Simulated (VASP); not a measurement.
# Mg4O in VASP: further runs

Mg4O is run at these levels: PBEsol; tasks: relaxation of the atoms, single point.

Program: VASP 6.6.1. These are calculated values, not measurements. Logs are shortened: lines on timing, memory, paths and dates and some standing lists are left out, and cuts for length are marked.

## 1. The cell of the first run

The cell holds a slab with vacuum, 5 atoms: a = 3.188 Å, b = 5.108 Å, c = 19.136 Å, α = 90.00°, β = 90.00°, γ = 90.00°.

## 2. Relaxation of the atoms, PBEsol

File INCAR:

```
ALGO     = Normal         # electronic algorithm
DIPOL    = 0.5 0.5 0.334
EDIFF    = 1E-6           # SCF threshold, eV
EDIFFG   = -0.025         # ionic threshold
ENCUT    = 520            # plane-wave cutoff, eV
GGA      = PS             # functional
IBRION   = 2              # ionic algorithm
IDIPOL   = 3            
ISIF     = 2              # what is computed and relaxed
ISMEAR   = 0              # smearing method
LASPH    = T              # aspherical terms in the spheres
LCHARG   = F              # write CHGCAR
LDIPOL   = T            
LREAL    = F              # projectors in reciprocal space
LWAVE    = F              # write WAVECAR
NELM     = 80             # most SCF steps
NSW      = 36             # ionic steps
PREC     = Accurate       # precision mode
SIGMA    = 0.1            # smearing width, eV
```

File KPOINTS:

```
k-points
0
Gamma
  8 5 1
```

File POSCAR:

```
Mg4O
1.0
    3.1881999939      0.0000000000      0.0000000000
    0.0000000000      5.1084658709      0.0000000000
    0.0000000000      0.0000000000     19.1358427726
Mg O
4 1
Selective dynamics
Direct
    0.0000000000      0.7500000000      0.2090318178  F F F
    0.5000000000      0.2500000000      0.2571276385  F F F
    0.5000000000      0.7500000000      0.3576109084  F F F
    0.0000000000      0.2500000000      0.3990335238  F F F
    0.5000000000      0.7500000000      0.4484312939  F F T
```

Potentials or basis: VASP PAW PBE potentials, release 64 (Mg, O).

Started as:

```sh
$ cat potpaw_PBE.64/Mg/POTCAR potpaw_PBE.64/O/POTCAR > POTCAR
$ mpirun -np 1 vasp_std > vasp.out
```

OUTCAR:

```text
EDIFF = 1E-6
   EDIFFG = -0.025
   ENCUT = 520
   GGA = PS
   IBRION = 2
   ISIF = 2
   ISMEAR = 0
   LASPH = T
   LREAL = F
   NELM = 80
   NSW = 36
   PREC = Accurate

 ion  position               nearest neighbor table
   1  0.000  0.750  0.209-   2 3.15   2 3.15   2 3.15   2 3.15   3 3.26   3 3.26
   2  0.500  0.250  0.257-   1 3.15   1 3.15   1 3.15   1 3.15   4 3.15   4 3.15   3 3.20   3 3.20

   3  0.500  0.750  0.358-   5 1.74   4 3.11   4 3.11   4 3.11   4 3.11   2 3.20   2 3.20   1 3.26
                             1 3.26
   4  0.000  0.250  0.399-   3 3.11   3 3.11   3 3.11   3 3.11   2 3.15   2 3.15
   5  0.500  0.750  0.448-   3 1.74

  LATTYP: Found a simple orthorhombic cell.
 ALAT       =     3.1881999939
 B/A-ratio  =     1.6023040840
 C/A-ratio  =     6.0020835610

  Lattice vectors:

 A1 = (   3.1881999939,   0.0000000000,   0.0000000000)
 A2 = (   0.0000000000,   5.1084658709,   0.0000000000)
 A3 = (   0.0000000000,   0.0000000000,  19.1358427726)

Analysis of symmetry for initial positions (statically):
=====================================================================
 Subroutine PRICEL returns:
 Original cell was already a primitive cell.

 Routine SETGRP: Setting up the symmetry group for a
 simple orthorhombic supercell.

 Subroutine GETGRP returns: Found  4 space group operations
 (whereof  2 operations were pure point group operations)
 out of a pool of  8 trial point group operations.

The static configuration has the point symmetry C_1h.
 The point group associated with its full space group is C_2v.

Analysis of symmetry for dynamics (positions and initial velocities):
=====================================================================
 Subroutine PRICEL returns:
 Original cell was already a primitive cell.

 Routine SETGRP: Setting up the symmetry group for a
 simple orthorhombic supercell.

 Subroutine GETGRP returns: Found  4 space group operations
 (whereof  2 operations were pure point group operations)
 out of a pool of  8 trial point group operations.

The dynamic configuration has the point symmetry C_1h.
 The point group associated with its full space group is C_2v.

Analysis of constrained symmetry for selective dynamics:
=====================================================================
 Subroutine PRICEL returns:
 Original cell was already a primitive cell.

 Routine SETGRP: Setting up the symmetry group for a
 simple orthorhombic supercell.

 Subroutine GETGRP returns: Found  4 space group operations
 (whereof  2 operations were pure point group operations)
 out of a pool of  8 trial point group operations.

The constrained configuration has the point symmetry C_1h.
 The point group associated with its full space group is C_2v.

 Subroutine INISYM returns: Found  4 space group operations
 (whereof  2 operations are pure point group operations),
 and found     1 'primitive' translations

----------------------------------------------------------------------------------------

                                     Primitive cell

  volume of cell :     311.6619

  direct lattice vectors                    reciprocal lattice vectors
     3.188199994  0.000000000  0.000000000     0.313656609  0.000000000  0.000000000
     0.000000000  5.108465871  0.000000000     0.000000000  0.195753486  0.000000000
     0.000000000  0.000000000 19.135842773     0.000000000  0.000000000  0.052257954

  length of vectors
     3.188199994  5.108465871 19.135842773     0.313656609  0.195753486  0.052257954

  position of ions in fractional coordinates (direct lattice)
     0.000000000  0.750000000  0.209031818
     0.500000000  0.250000000  0.257127639
     0.500000000  0.750000000  0.357610908
     0.000000000  0.250000000  0.399033524
     0.500000000  0.750000000  0.448431294

  ion indices of the primitive-cell ions
   primitive index   ion index
                 1           1
                 2           2
                 3           3
                 4           4
                 5           5

----------------------------------------------------------------------------------------

 KPOINTS: k-points

Automatic generation of k-mesh.
 Grid dimensions read from file:
 generate k-points for:    8    5    1

 Generating k-lattice:

  Cartesian coordinates                     Fractional coordinates (reciprocal lattice)
     0.039207076  0.000000000  0.000000000     0.125000000  0.000000000  0.000000000
     0.000000000  0.039150697  0.000000000     0.000000000  0.200000000  0.000000000
     0.000000000  0.000000000  0.052257954     0.000000000  0.000000000  1.000000000

  Length of vectors
     0.039207076  0.039150697  0.052257954

  Shift w.r.t. Gamma in fractional coordinates (k-lattice)
     0.000000000  0.000000000  0.000000000

 Subroutine IBZKPT returns following result:
 ===========================================

 Found     15 irreducible k-points:

 Following reciprocal coordinates:
            Coordinates               Weight
  0.000000  0.000000  0.000000      1.000000
  0.125000  0.000000  0.000000      2.000000
  0.250000  0.000000  0.000000      2.000000
  0.375000  0.000000  0.000000      2.000000
  0.500000  0.000000  0.000000      1.000000
  0.000000  0.200000  0.000000      2.000000
  0.125000  0.200000  0.000000      4.000000
  0.250000  0.200000  0.000000      4.000000
  0.375000  0.200000  0.000000      4.000000
  0.500000  0.200000  0.000000      2.000000
  0.000000  0.400000  0.000000      2.000000
  0.125000  0.400000  0.000000      4.000000
  0.250000  0.400000  0.000000      4.000000
  0.375000  0.400000  0.000000      4.000000
  0.500000  0.400000  0.000000      2.000000
   k-points           NKPTS =     15   k-points in BZ     NKDIM =     15   number of bands    NBANDS=     11
   number of dos      NEDOS =    301   number of ions     NIONS =      5
   total plane-waves  NPLWV = 138240
   dimension x,y,z NGX =    24 NGY =   40 NGZ =  144
   dimension x,y,z NGXF=    48 NGYF=   80 NGZF=  288
   ions per type =               4   1
   NGX,Y,Z   is equivalent  to a cutoff of  12.51, 13.02, 12.51 a.u.
   NGXF,Y,Z  is equivalent  to a cutoff of  25.03, 26.03, 25.02 a.u.
 SYSTEM =  unknown system
   PREC   = accura    normal or accurate (medium, high low for compatibility)
   ISTART =      0    job   : 0-new  1-cont  2-samecut
   ICHARG =      2    charge: 1-file 2-atom 10-const
   ISPIN  =      1    spin polarized calculation?
   LNONCOLLINEAR =      F non collinear calculations
   LSORBIT =      F    spin-orbit coupling
   LASPH  =      T    aspherical Exc in radial PAW
   ENCUT  =  520.0 eV  38.22 Ry    6.18 a.u.   5.93  9.50 35.58*2*pi/ulx,y,z
   NELM   =     80;   NELMIN=  2; NELMDL= -5     # of ELM steps
   EDIFF  = 0.1E-05   stopping-criterion for ELM
   LREAL  =      F    real-space projection
   EDIFFG = -.3E-01   stopping-criterion for IOM
   NSW    =     36    number of steps for IOM
   IBRION =      2    ionic relax: 0-MD 1-quasi-New 2-CG
   NFREE  =      1    steps in history (QN), initial steepest desc. (CG)
   ISIF   =      2    stress and relaxation
   ISYM   =      2    0-nonsym 1-usesym 2-fastsym
   POTIM  = 0.5000    time-step for ionic-motion
   TEBEG  =    0.0;   TEEND  =   0.0 temperature during run
   PSTRESS=    0.0 pullay stress
   NELECT =      14.0000    total number of electrons
   NUPDOWN=      -1.0000    fix difference up-down
   EMIN   =  10.00;   EMAX   =-10.00  energy-range for DOS
   EFERMI =   0.00;   METHOD = LEGACY
   ISMEAR =     0;   SIGMA  =   0.10  broadening in eV -4-tet -1-fermi 0-gaus
   EFERMI_NEDOS =   21; number of points for ismear=-14 and -15
   IALGO  =     38    algorithm
   IMIX   =      4    mixing-type and parameters
     AMIX     =   0.40;   BMIX     =  1.00
     AMIX_MAG =   1.60;   BMIX_MAG =  1.00
  volume/ion in A,a.u.               =      62.33       420.64
  Fermi-wavevector in a.u.,A,eV,Ry     =   0.581955  1.099736  4.607912  0.338672
  Thomas-Fermi vector in A             =   1.626667
   LORBIT       =      0    0 simple, 1 ext, 2 COOP (PROOUT), +10 PAW based schemes
   GGA     = PS    functional components
   LHFCALC =     F    Hartree Fock is set to
   AEXX    =    0.0000 exact exchange contribution
   IVDW    =     0    specifies the selected vdW correction
   LEPSILON=     F    determine dielectric tensor
   LRPA    =     F    only Hartree local field effects (RPA)
 conjugate gradient relaxation of ions
 non-spin polarized calculation
 Gauss-broadening in eV      SIGMA  =   0.10
  energy-cutoff  :      520.00
  volume of cell :      311.66
 maximum number of plane-waves:      8432
 NGX is ok and might be reduce to    24
   NGX = 11   NGY = 19   NGZ = 71

--------------------------------------- Ionic step        1  -------------------------------------------

 number of electron      13.9999997 magnetization

 Free energy of the ion-electron system (eV)
  ---------------------------------------------------
  ext. energy  EPLUGINS =         0.00000000
  ---------------------------------------------------
  free energy    TOTEN  =       -11.42596738 eV

  energy without entropy =      -11.41125224  energy(sigma->0) =      -11.41860981

------------------------ aborting loop because EDIFF is reached ----------------------------------------

  FORCE on cell =-STRESS in cart. coord.  units (eV):
  Direction    XX          YY          ZZ          XY          YZ          ZX
  --------------------------------------------------------------------------------------
  -------------------------------------------------------------------------------------
  Total       -0.2868611     -4.8408821      2.7090240      0.0000000      0.0000000      0.0000000
  in kB       -1.4746828    -24.8857908     13.9264295      0.0000000      0.0000000      0.0000000
  external PRESSURE =      -4.1446814 kB  Pullay stress =       0.0000000 kB
[... 63 lines left out ...]
  energy  without entropy=      -11.4435188750  energy(sigma->0) =      -11.45104237

--------------------------------------- Ionic step        3  -------------------------------------------

 number of electron      13.9999996 magnetization

 dipolmoment           0.000000      0.000000      0.261925 electrons x Angstroem

 Free energy of the ion-electron system (eV)
  ---------------------------------------------------
  ext. energy  EPLUGINS =         0.00000000
  ---------------------------------------------------
  free energy    TOTEN  =       -11.45915959 eV

  energy without entropy =      -11.44413194  energy(sigma->0) =      -11.45164576

 E-fermi :  -2.7562     XC(G=0):  -3.5719

 val. band max:       -2.7876351534   @ k =   0.3750   0.2000   0.0000
 cond. band min:      -2.7220260665   @ k =   0.0000   0.2000   0.0000
 fundamental gap:      0.0656090869
 Fermi energy:        -2.7561642793

 k-point     1 :       0.0000    0.0000    0.0000
  band No.  band energies     occupation
      1     -18.4203      2.00000
      2      -8.6968      2.00000
      3      -6.2522      2.00000
      4      -4.7420      2.00000
      5      -4.0825      2.00000
      6      -3.1756      2.00000
      7      -3.1057      2.00000
      8      -2.8135      1.58284
      9      -2.2463      0.00000
     10      -0.5088      0.00000
     11      -0.4940      0.00000
[... 183 lines left out ...]
 k-point    15 :       0.5000    0.4000    0.0000
  band No.  band energies     occupation
      1     -18.2104      2.00000
      2      -4.9551      2.00000
      3      -4.8142      2.00000
      4      -4.2861      2.00000
      5      -3.9739      2.00000
      6      -3.6480      2.00000
      7      -2.9215      1.98059
      8      -2.9128      1.97328
      9      -1.4079      0.00000
     10      -1.1801      0.00000
     11      -0.3750      0.00000

------------------------ aborting loop because EDIFF is reached ----------------------------------------

 vacuum level on the upper side and lower side of the slab       (xc-potential included)         1.406        -1.424

  FORCE on cell =-STRESS in cart. coord.  units (eV):
  Direction    XX          YY          ZZ          XY          YZ          ZX
  --------------------------------------------------------------------------------------
  -------------------------------------------------------------------------------------
  Total       -0.3289422     -4.7486381      0.4531818      0.0000000      0.0000000      0.0000000
  in kB       -1.6910114    -24.4115866      2.3296968      0.0000000      0.0000000      0.0000000
  external PRESSURE =      -7.9243004 kB  Pullay stress =       0.0000000 kB

 VOLUME and BASIS-vectors are now :
 -----------------------------------------------------------------------------
  energy-cutoff  :      520.00
  volume of cell :      311.66
      direct lattice vectors                 reciprocal lattice vectors
     3.188199994  0.000000000  0.000000000     0.313656609  0.000000000  0.000000000
     0.000000000  5.108465871  0.000000000     0.000000000  0.195753486  0.000000000
     0.000000000  0.000000000 19.135842773     0.000000000  0.000000000  0.052257954
[... 11 lines left out ...]
  FREE ENERGIE OF THE ION-ELECTRON SYSTEM (eV)
  ---------------------------------------------------
  free  energy   TOTEN  =       -11.4591595922 eV

  energy  without entropy=      -11.4441319372  energy(sigma->0) =      -11.45164576

 reached required accuracy - stopping structural energy minimisation

 vacuum level on the upper side and lower side of the slab         3.833         0.924
```

It took 92 s on 1 thread of Intel Xeon 6975P-C (Granite Rapids), shared host; peak memory 0.41 GiB.

Results:

```yaml
Free_energy: -11.4592 eV
Energy_gained_by_relaxing: 6.6 meV/atom
Ionic_steps: 3
Band_gap_on_the_k_mesh: zero (bands 7 and 8 overlap by 0.56 eV)
```

The path:
| step | energy change (eV) | largest force on free atoms (eV/Å) | pressure (GPa) |
| --- | --- | --- | --- |
| 1 | 0.0000 | 1.2831 | -0.41 |
| 2 | -0.0326 | 0.1538 | -0.84 |
| 3 | -0.0332 | 0.0002 | -0.79 |

Final structure:
```
Mg O
1.0
     3.18820    0.00000    0.00000
     0.00000    5.10847    0.00000
     0.00000    0.00000   19.13584
Mg O
4 1
Direct
  0.00000 0.75000 0.20903
  0.50000 0.25000 0.25713
  0.50000 0.75000 0.35761
  0.00000 0.25000 0.39903
  0.50000 0.75000 0.45126
```

Levels at points of the mesh, in eV from the Fermi level:
| k point | band 5 | band 6 | band 7 | band 8 | band 9 | band 10 |
| --- | --- | --- | --- | --- | --- | --- |
| (0.00, 0.00, 0.00) | -1.33 | -0.42 | -0.35 | -0.06 | 0.51 | 2.25 |
| (0.50, 0.00, 0.00) | -1.23 | -1.14 | 0.17 | 0.85 | 2.76 | 2.81 |

Caveat: the PAW data sets were made with another functional, which shifts forces and pressure a little.

## 3. Single point, PBEsol

File INCAR:

```
ALGO = Normal
DIPOL = 0.5 0.5 0.343
EDIFF = 1E-6
ENCUT = 520
GGA = PS
IDIPOL = 3
ISIF = 2
ISMEAR = 0
LASPH = True
LCHARG = False
LDIPOL = True
LREAL = False
LWAVE = False
NBANDS = 15
NELM = 80
PREC = Accurate
SIGMA = 0.1
```

KPOINTS is that of step 2.

File POSCAR:

```
Mg4O
1.0
    3.1881999939      0.0000000000      0.0000000000
    0.0000000000      5.1084658709      0.0000000000
    0.0000000000      0.0000000000     19.1358427726
Mg O
4 1
Direct
    0.0000000000      0.7500000000      0.2090318178
    0.5000000000      0.2500000000      0.2571276385
    0.5000000000      0.7500000000      0.3576109084
    0.0000000000      0.2500000000      0.3990335238
    0.0000000000      0.2500000000      0.4932870225
```

Potentials or basis: VASP PAW PBE potentials, release 64 (Mg, O).

Started as:

```sh
$ cat potpaw_PBE.64/Mg/POTCAR potpaw_PBE.64/O/POTCAR > POTCAR
$ mpirun -np 1 vasp_std > vasp.out
```

It took 67 s on 1 thread of Intel Xeon 6975P-C (Granite Rapids), shared host; peak memory 0.37 GiB.

The run converged. Its results:

```yaml
Free_energy: -10.0230 eV
Largest_force: 0.395 eV/Å
Band_gap_on_the_k_mesh: zero (bands 7 and 8 overlap by 0.33 eV)
```

Forces on the atoms (eV/Å):
```
Mg   0.000  0.000  0.276
Mg   0.000  0.000 -0.084
Mg   0.000  0.000  0.149
Mg   0.000  0.000 -0.395
O    0.000  0.000  0.054
```

Levels at points of the mesh, in eV from the Fermi level:
| k point | band 5 | band 6 | band 7 | band 8 | band 9 | band 10 |
| --- | --- | --- | --- | --- | --- | --- |
| (0.00, 0.00, 0.00) | -0.95 | -0.34 | -0.15 | 0.22 | 0.28 | 1.68 |
| (0.50, 0.00, 0.00) | -0.81 | -0.20 | 0.09 | 0.41 | 2.48 | 2.87 |

Caveat: the PAW data sets were made with another functional, which shifts forces and pressure a little.

## 4. Single point, PBEsol

File INCAR:

```
SYSTEM = Mg4O
PREC = Accurate
ENCUT = 520
EDIFF = 1E-6
ISMEAR = 0
SIGMA = 0.1
LREAL = .False.
LASPH = .True.
NELM = 80
ALGO = Normal
ISIF = 2
LWAVE = .False.
LCHARG = .True.
LDIPOL = .True.
IDIPOL = 3
DIPOL = 0.5 0.5 0.326
GGA = PS
LELF = .True.
LVHAR = .True.
LVACPOTAV = .True.
NBANDS = 15
```

File KPOINTS:

```
Automatic mesh
0
Gamma
  8 5 1
  0 0 0
```

Edit POSCAR of step 3 so:

```diff
@@ -12,2 +12,2 @@
     0.0000000000      0.2500000000      0.3990335238
-    0.0000000000      0.2500000000      0.4932870225
+    0.0000000000      0.7500000000      0.4079603230
```

Started as:

```sh
$ cat potpaw_PBE.64/Mg/POTCAR potpaw_PBE.64/O/POTCAR > POTCAR
$ mpirun -np 1 vasp_std > vasp.out
```

It took 84 s on 1 thread of Intel Xeon 6975P-C (Granite Rapids), shared host; peak memory 0.36 GiB.

It converged, with:

```
Free energy            : -14.2000 eV
Largest force          : 0.198 eV/Å
Band gap on the k mesh : zero (bands 7 and 8 overlap by 0.67 eV)
```

Forces on the atoms (eV/Å):
```
Mg   0.000  0.000  0.105
Mg   0.000  0.000 -0.198
Mg   0.000  0.000  0.036
Mg   0.000  0.000  0.043
O    0.000  0.000  0.014
```

Levels at points of the mesh, in eV from the Fermi level:
| k point | band 4 | band 5 | band 6 | band 7 | band 8 | band 9 | band 10 | band 11 |
| --- | --- | --- | --- | --- | --- | --- | --- | --- |
| (0.00, 0.00, 0.00) | -3.30 | -2.85 | -2.54 | -0.32 | -0.19 | 0.63 | 2.01 | 3.09 |
| (0.50, 0.00, 0.00) | -2.98 | -1.98 | -1.49 | 0.25 | 1.15 | 2.54 | 2.66 | 3.26 |

Caveat: the PAW data sets were made with another functional, which shifts forces and pressure a little.

## 5. Single point, PBEsol

File INCAR:

```
SYSTEM = Mg4O
PREC     = Accurate       ! precision mode
ENCUT    = 520            ! plane-wave cutoff, eV
EDIFF    = 1E-6           ! SCF threshold, eV
ISMEAR   = 0              ! smearing method
SIGMA    = 0.1            ! smearing width, eV
LREAL    = .FALSE.        ! projectors in reciprocal space
LASPH    = .TRUE.         ! aspherical terms in the spheres
NELM     = 100            ! most SCF steps
ALGO     = Normal         ! electronic algorithm
ISIF     = 2              ! what is computed and relaxed
LWAVE    = .FALSE.        ! write WAVECAR
LCHARG   = .FALSE.        ! write CHGCAR
LDIPOL   = .TRUE.       
IDIPOL   = 3            
DIPOL    = 0.5 0.5 0.332
GGA      = PS             ! functional
NBANDS   = 15             ! bands
```

File KPOINTS:

```
Automatic mesh
0
G
  8 5 1
  0 0 0
```

Edit POSCAR of step 4 so:

```diff
@@ -12,2 +12,2 @@
     0.0000000000      0.2500000000      0.3990335238
-    0.0000000000      0.7500000000      0.4079603230
+    0.5000000000      0.2500000000      0.4388721228
```

Started as:

```sh
$ cat potpaw_PBE.64/Mg/POTCAR potpaw_PBE.64/O/POTCAR > POTCAR
$ mpirun -np 1 vasp_std > vasp.out
```

Wall time 64 s (1 thread of Intel Xeon 6975P-C (Granite Rapids), shared host); peak memory 0.36 GiB.

The run converged. Its results:

- Free energy: -13.5030 eV
- Largest force: 0.326 eV/Å
- Band gap on the k mesh: zero (bands 7 and 8 overlap by 0.76 eV)

Forces on the atoms (eV/Å):
```
Mg   0.000  0.000  0.314
Mg   0.000  0.000 -0.272
Mg   0.000  0.000  0.239
Mg   0.000  0.000 -0.326
O    0.000  0.000  0.045
```

Levels at points of the mesh, in eV from the Fermi level:
```tsv
k point	band 3	band 4	band 5	band 6	band 7	band 8	band 9	band 10	band 11	band 12
(0.00, 0.00, 0.00)	-3.48	-2.79	-2.15	-1.84	-0.39	-0.25	0.64	2.33	2.39	3.54
(0.50, 0.00, 0.00)	-2.79	-2.20	-2.07	-1.57	0.52	1.04	2.76	2.82	2.91	3.91
```

Caveat: the PAW data sets were made with another functional, which shifts forces and pressure a little.

[end of part 1 of 2]
